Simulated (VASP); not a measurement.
# InP in VASP: notebook

The runs below take InP through single point, with PBEsol.

Everything below comes from runs of VASP 6.6.1. Logs are shortened: lines on timing, memory, paths and dates and some standing lists are left out, and cuts for length are marked.

## (1) The cell of the first run

Symmetry: I4/mmm, No. 139, tetragonal system. The conventional cell has a = 4.118 Å, b = 4.118 Å, c = 5.710 Å, α = 90.00°, β = 90.00°, γ = 90.00°. Within 3.8 Å of In (site symmetry 4/mmm) lie 6 P at 2.85 to 2.91 Å. Within 3.8 Å of P (site symmetry 4/mmm) lie 6 In at 2.85 to 2.91 Å.

## (2) Single point, PBEsol (equal xx and yy strain of +2 %)

INCAR reads:

```
SYSTEM = InP
  ALGO = Normal
  EDIFF = 1E-6
  ENCUT = 520
  GGA = PS
  ISIF = 2
  ISMEAR = -1
  LASPH = .TRUE.
  LCHARG = .TRUE.
  LELF = .TRUE.
  LREAL = .FALSE.
  LVHAR = .TRUE.
  LWAVE = .FALSE.
  NBANDS = 16
  NELM = 60
  PREC = Accurate
  SIGMA = 0.03
```

KPOINTS reads:

```
k-points
0
G
  11 11 11
  0 0 0
```

POSCAR reads:

```
InP
1.0
    0.0000000000      2.9121000000      2.8550000000
    2.9121000000      0.0000000000      2.8550000000
    2.9121000000      2.9121000000      0.0000000000
In P
1 1
Direct
    0.0000000000      0.0000000000      0.0000000000
    0.5000000000      0.5000000000      0.5000000000
```

Potentials or basis: VASP PAW PBE potentials, release 64 (In_d, P).

Started as:

```
> cat potpaw_PBE.64/In_d/POTCAR potpaw_PBE.64/P/POTCAR > POTCAR
> mpirun -np 1 vasp_std > vasp.out
```

OUTCAR:

```text
SYSTEM = InP
   EDIFF = 1E-6
   ENCUT = 520
   GGA = PS
   ISIF = 2
   ISMEAR = -1
   LASPH = .TRUE.
   LREAL = .FALSE.
   NELM = 60
   PREC = Accurate

 ion  position               nearest neighbor table
   1  0.000  0.000  0.000-   2 2.85   2 2.85   2 2.91   2 2.91   2 2.91   2 2.91
   2  0.500  0.500  0.500-   1 2.85   1 2.85   1 2.91   1 2.91   1 2.91   1 2.91

  LATTYP: Found a body centered tetragonal cell.
 ALAT       =     4.1183313150
 C/A-ratio  =     1.3864838847

  Lattice vectors:

 A1 = (   0.0000000000,  -2.9121000000,  -2.8550000000)
 A2 = (   0.0000000000,   2.9121000000,  -2.8550000000)
 A3 = (   2.9121000000,   0.0000000000,   2.8550000000)

Analysis of symmetry for initial positions (statically):
=====================================================================
 Subroutine PRICEL returns:
 Original cell was already a primitive cell.

 Routine SETGRP: Setting up the symmetry group for a
 body centered tetragonal supercell.

 Subroutine GETGRP returns: Found 16 space group operations
 (whereof 16 operations were pure point group operations)
 out of a pool of 16 trial point group operations.

The static configuration has the point symmetry D_4h.

Analysis of symmetry for dynamics (positions and initial velocities):
=====================================================================
 Subroutine PRICEL returns:
 Original cell was already a primitive cell.

 Routine SETGRP: Setting up the symmetry group for a
 body centered tetragonal supercell.

 Subroutine GETGRP returns: Found 16 space group operations
 (whereof 16 operations were pure point group operations)
 out of a pool of 16 trial point group operations.

The dynamic configuration has the point symmetry D_4h.

 Subroutine INISYM returns: Found 16 space group operations
 (whereof 16 operations are pure point group operations),
 and found     1 'primitive' translations

----------------------------------------------------------------------------------------

                                     Primitive cell

  volume of cell :      48.4227

  direct lattice vectors                    reciprocal lattice vectors
     0.000000000  2.912100000  2.855000000    -0.171697401  0.171697401  0.175131349
     2.912100000  0.000000000  2.855000000     0.171697401 -0.171697401  0.175131349
     2.912100000  2.912100000  0.000000000     0.171697401  0.171697401 -0.175131349

  length of vectors
     4.078155393  4.078155393  4.118331315     0.299384341  0.299384341  0.299384341

  position of ions in fractional coordinates (direct lattice)
     0.000000000  0.000000000  0.000000000
     0.500000000  0.500000000  0.500000000

  ion indices of the primitive-cell ions
   primitive index   ion index
                 1           1
                 2           2

----------------------------------------------------------------------------------------

 KPOINTS: k-points

Automatic generation of k-mesh.
 Grid dimensions read from file:
 generate k-points for:   11   11   11

 Generating k-lattice:

  Cartesian coordinates                     Fractional coordinates (reciprocal lattice)
    -0.015608855  0.015608855  0.015921032     0.090909091  0.000000000  0.000000000
     0.015608855 -0.015608855  0.015921032     0.000000000  0.090909091  0.000000000
     0.015608855  0.015608855 -0.015921032     0.000000000  0.000000000  0.090909091

  Length of vectors
     0.027216758  0.027216758  0.027216758

  Shift w.r.t. Gamma in fractional coordinates (k-lattice)
     0.000000000  0.000000000  0.000000000

 Subroutine IBZKPT returns following result:
 ===========================================

 Found    126 irreducible k-points:

 Following reciprocal coordinates:
            Coordinates               Weight
  0.000000  0.000000  0.000000      1.000000
  0.090909 -0.000000  0.000000      8.000000
  0.181818  0.000000  0.000000      8.000000
  0.272727  0.000000  0.000000      8.000000
  0.363636  0.000000  0.000000      8.000000
  0.454545  0.000000  0.000000      8.000000
[... 16 lines left out ...]
 -0.272727  0.181818  0.000000      8.000000
 -0.181818  0.181818  0.000000      4.000000
 [... further k-points ...]
   k-points           NKPTS =    126   k-points in BZ     NKDIM =    126   number of bands    NBANDS=     16
   number of dos      NEDOS =    301   number of ions     NIONS =      2
   total plane-waves  NPLWV =  28800
   dimension x,y,z NGX =    30 NGY =   30 NGZ =   32
   dimension x,y,z NGXF=    60 NGYF=   60 NGZF=   64
   ions per type =               1   1
   NGX,Y,Z   is equivalent  to a cutoff of  12.23, 12.23, 12.92 a.u.
   NGXF,Y,Z  is equivalent  to a cutoff of  24.46, 24.46, 25.84 a.u.
 SYSTEM =  InP
   PREC   = accura    normal or accurate (medium, high low for compatibility)
   ISTART =      0    job   : 0-new  1-cont  2-samecut
   ICHARG =      2    charge: 1-file 2-atom 10-const
   ISPIN  =      1    spin polarized calculation?
   LNONCOLLINEAR =      F non collinear calculations
   LSORBIT =      F    spin-orbit coupling
   LASPH  =      T    aspherical Exc in radial PAW
   ENCUT  =  520.0 eV  38.22 Ry    6.18 a.u.   7.58  7.58  7.66*2*pi/ulx,y,z
   NELM   =     60;   NELMIN=  2; NELMDL= -5     # of ELM steps
   EDIFF  = 0.1E-05   stopping-criterion for ELM
   LREAL  =      F    real-space projection
   EDIFFG = 0.1E-04   stopping-criterion for IOM
   NSW    =      0    number of steps for IOM
   IBRION =     -1    ionic relax: 0-MD 1-quasi-New 2-CG
   NFREE  =      0    steps in history (QN), initial steepest desc. (CG)
   ISIF   =      2    stress and relaxation
   ISYM   =      2    0-nonsym 1-usesym 2-fastsym
   POTIM  = 0.5000    time-step for ionic-motion
   TEBEG  =    0.0;   TEEND  =   0.0 temperature during run
   PSTRESS=    0.0 pullay stress
   NELECT =      18.0000    total number of electrons
   NUPDOWN=      -1.0000    fix difference up-down
   EMIN   =  10.00;   EMAX   =-10.00  energy-range for DOS
   EFERMI =   0.00;   METHOD = LEGACY
   ISMEAR =    -1;   SIGMA  =   0.03  broadening in eV -4-tet -1-fermi 0-gaus
   EFERMI_NEDOS =   21; number of points for ismear=-14 and -15
   IALGO  =     38    algorithm
   IMIX   =      4    mixing-type and parameters
     AMIX     =   0.40;   BMIX     =  1.00
     AMIX_MAG =   1.60;   BMIX_MAG =  1.00
  volume/ion in A,a.u.               =      24.21       163.39
  Fermi-wavevector in a.u.,A,eV,Ry     =   1.177107  2.224411 18.851987  1.385582
  Thomas-Fermi vector in A             =   2.313460
   LORBIT       =      0    0 simple, 1 ext, 2 COOP (PROOUT), +10 PAW based schemes
   GGA     = PS    functional components
   LHFCALC =     F    Hartree Fock is set to
   AEXX    =    0.0000 exact exchange contribution
   IVDW    =     0    specifies the selected vdW correction
   LEPSILON=     F    determine dielectric tensor
   LRPA    =     F    only Hartree local field effects (RPA)
 non-spin polarized calculation
  energy-cutoff  :      520.00
  volume of cell :       48.42
 maximum number of plane-waves:      1321
   NGX = 15   NGY = 15   NGZ = 15

 number of electron      17.9999999 magnetization

 Free energy of the ion-electron system (eV)
  ---------------------------------------------------
  ext. energy  EPLUGINS =         0.00000000
  ---------------------------------------------------
  free energy    TOTEN  =        -8.52299814 eV

  energy without entropy =       -8.52000735  energy(sigma->0) =       -8.52150275

 E-fermi :   5.3912     XC(G=0):  -9.9615

 val. band max:        5.3910598126   @ k =   0.4545   0.0000   0.2727
 cond. band min:       5.3927582376   @ k =  -0.4545  -0.0000   0.0909
 fundamental gap:      0.0016984250
 Fermi energy:         5.3911949369

 k-point     1 :       0.0000    0.0000    0.0000
  band No.  band energies     occupation
      1      -8.5868      2.00000
      2      -8.5855      2.00000
      3      -8.5731      2.00000
      4      -8.5731      2.00000
      5      -8.5683      2.00000
      6      -5.7109      2.00000
[... 8 lines left out ...]
     15      12.8693      0.00000
     16      13.4113      0.00000

 k-point     2 :       0.0909   -0.0000    0.0000
  band No.  band energies     occupation
      1      -8.5892      2.00000
      2      -8.5876      2.00000
      3      -8.5721      2.00000
      4      -8.5695      2.00000
      5      -8.5659      2.00000
      6      -5.6230      2.00000
[... 8 lines left out ...]
     15      12.9067      0.00000
     16      13.2387      0.00000

 k-point     3 :       0.1818    0.0000    0.0000
  band No.  band energies     occupation
      1      -8.5972      2.00000
      2      -8.5950      2.00000
      3      -8.5715      2.00000
      4      -8.5578      2.00000
      5      -8.5563      2.00000
      6      -5.3651      2.00000
[... 8 lines left out ...]
     15      13.3037      0.00000
     16      13.3485      0.00000

 k-point     4 :       0.2727    0.0000    0.0000
  band No.  band energies     occupation
      1      -8.6085      2.00000
      2      -8.6055      2.00000
      3      -8.5720      2.00000
      4      -8.5421      2.00000
      5      -8.5417      2.00000
      6      -4.9613      2.00000
[... 8 lines left out ...]
     15      14.1301      0.00000
     16      14.1411      0.00000

 k-point     5 :       0.3636    0.0000    0.0000
  band No.  band energies     occupation
      1      -8.6190      2.00000
      2      -8.6152      2.00000
      3      -8.5729      2.00000
      4      -8.5288      2.00000
      5      -8.5266      2.00000
      6      -4.4782      2.00000
[... 8 lines left out ...]
     15      15.1513      0.00000
     16      15.2148      0.00000

 k-point     6 :       0.4545    0.0000    0.0000
  band No.  band energies     occupation
      1      -8.6252      2.00000
      2      -8.6211      2.00000
      3      -8.5738      2.00000
      4      -8.5208      2.00000
      5      -8.5175      2.00000
      6      -4.0906      2.00000
[... 8 lines left out ...]
     15      16.1488      0.00000
     16      16.2750      0.00000

 k-point     7 :       0.0909    0.0909    0.0000
  band No.  band energies     occupation
      1      -8.5938      2.00000
      2      -8.5828      2.00000
      3      -8.5711      2.00000
      4      -8.5675      2.00000
      5      -8.5675      2.00000
      6      -5.5906      2.00000
[... 8 lines left out ...]
     15      13.7696      0.00000
     16      13.7696      0.00000

 k-point     8 :       0.1818    0.0909    0.0000
  band No.  band energies     occupation
      1      -8.6042      2.00000
      2      -8.5849      2.00000
      3      -8.5730      2.00000
      4      -8.5598      2.00000
      5      -8.5568      2.00000
      6      -5.3836      2.00000
[... 8 lines left out ...]
     15      14.0466      0.00000
     16      14.0918      0.00000

 k-point     9 :       0.2727    0.0909    0.0000
  band No.  band energies     occupation
      1      -8.6174      2.00000
      2      -8.5934      2.00000
      3      -8.5730      2.00000
      4      -8.5491      2.00000
      5      -8.5404      2.00000
      6      -5.0199      2.00000
[... 8 lines left out ...]
     15      14.4664      0.00000
     16      14.6851      0.00000
[... 172 lines left out ...]
 k-point    19 :       0.3636    0.1818    0.0000
  band No.  band energies     occupation
      1      -8.6605      2.00000
      2      -8.5854      2.00000
      3      -8.5789      2.00000
      4      -8.5353      2.00000
      5      -8.5228      2.00000
      6      -4.4590      2.00000
[... 8 lines left out ...]
     15      16.2026      0.00000
     16      16.2323      0.00000

 k-point    20 :       0.4545    0.1818    0.0000
  band No.  band energies     occupation
      1      -8.6695      2.00000
      2      -8.5951      2.00000
      3      -8.5727      2.00000
      4      -8.5319      2.00000
      5      -8.5139      2.00000
      6      -3.9988      2.00000
[... 8 lines left out ...]
     15      16.9409      0.00000
     16      17.1635      0.00000

 k-point    21 :      -0.4545    0.1818    0.0000
  band No.  band energies     occupation
      1      -8.6677      2.00000
      2      -8.6032      2.00000
      3      -8.5655      2.00000
      4      -8.5322      2.00000
      5      -8.5141      2.00000
      6      -3.7480      2.00000
[... 8 lines left out ...]
     15      16.2399      0.00000
     16      16.5713      0.00000

 k-point    22 :      -0.3636    0.1818    0.0000
  band No.  band energies     occupation
      1      -8.6559      2.00000
      2      -8.6076      2.00000
      3      -8.5612      2.00000
      4      -8.5345      2.00000
      5      -8.5229      2.00000
      6      -3.9197      2.00000
[... 8 lines left out ...]
     15      15.0045      0.00000
     16      16.1129      0.00000

 k-point    23 :      -0.2727    0.1818    0.0000
  band No.  band energies     occupation
      1      -8.6374      2.00000
      2      -8.6080      2.00000
      3      -8.5628      2.00000
      4      -8.5366      2.00000
      5      -8.5364      2.00000
      6      -4.3596      2.00000
[... 8 lines left out ...]
     15      15.1213      0.00000
     16      17.0635      0.00000

 k-point    24 :      -0.1818    0.1818    0.0000
  band No.  band energies     occupation
      1      -8.6175      2.00000
      2      -8.6055      2.00000
      3      -8.5681      2.00000
      4      -8.5490      2.00000
      5      -8.5397      2.00000
      6      -4.8177      2.00000
[... 8 lines left out ...]
     15      14.9878      0.00000
     16      16.0005      0.00000

 [... further k-points ...]

------------------------ aborting loop because EDIFF is reached ----------------------------------------

  FORCE on cell =-STRESS in cart. coord.  units (eV):
  Direction    XX          YY          ZZ          XY          YZ          ZX
  --------------------------------------------------------------------------------------
  -------------------------------------------------------------------------------------
  Total       -3.0288636     -3.0288636     -2.6567098      0.0000000     -0.0000000      0.0000000
  in kB     -100.2170512   -100.2170512    -87.9034718      0.0000000     -0.0000000      0.0000000
  external PRESSURE =     -96.1125247 kB  Pullay stress =       0.0000000 kB

 VOLUME and BASIS-vectors are now :
 -----------------------------------------------------------------------------
  energy-cutoff  :      520.00
  volume of cell :       48.42
      direct lattice vectors                 reciprocal lattice vectors
     0.000000000  2.912100000  2.855000000    -0.171697401  0.171697401  0.175131349
     2.912100000  0.000000000  2.855000000     0.171697401 -0.171697401  0.175131349
     2.912100000  2.912100000  0.000000000     0.171697401  0.171697401 -0.175131349

 POSITION                                       TOTAL-FORCE (eV/Angst)
 -----------------------------------------------------------------------------------
      0.00000      0.00000      0.00000         0.000000      0.000000     -0.000000
      2.91210      2.91210      2.85500        -0.000000     -0.000000      0.000000
 -----------------------------------------------------------------------------------
    total drift:                               -0.000000      0.000000      0.000000

  FREE ENERGIE OF THE ION-ELECTRON SYSTEM (eV)
  ---------------------------------------------------
  free  energy   TOTEN  =        -8.5229981404 eV

  energy  without entropy=       -8.5200073502  energy(sigma->0) =       -8.52150275
```

Run time: 40 s. Hardware: 1 thread of Intel Xeon 6975P-C (Granite Rapids), shared host; peak memory 0.24 GiB.

Results:

```
Free energy            : -8.5230 eV
Pressure               : -9.6 GPa
Band gap on the k mesh : zero (band 9 reaches 5.71 eV, above the bottom of band 10 at 3.46 eV)
```

Stress tensor (GPa, compression positive):
```
-10.02   0.00   0.00
  0.00 -10.02   0.00
  0.00   0.00  -8.79
```

Levels at points of the mesh, in eV from the Fermi level:
```csv
k point,band 7,band 8,band 9,band 10,band 11,band 12
"(0.00, 0.00, 0.00)",-0.46,-0.28,-0.10,-0.10,7.00,7.00
```

Caveat: the cell differs from its parent crystal (equal xx and yy strain of +2 %); the PAW data sets were made with another functional, which shifts forces and pressure a little; spin-orbit coupling is left out, which moves the levels of the heavy elements.

[end of part 1 of 2]
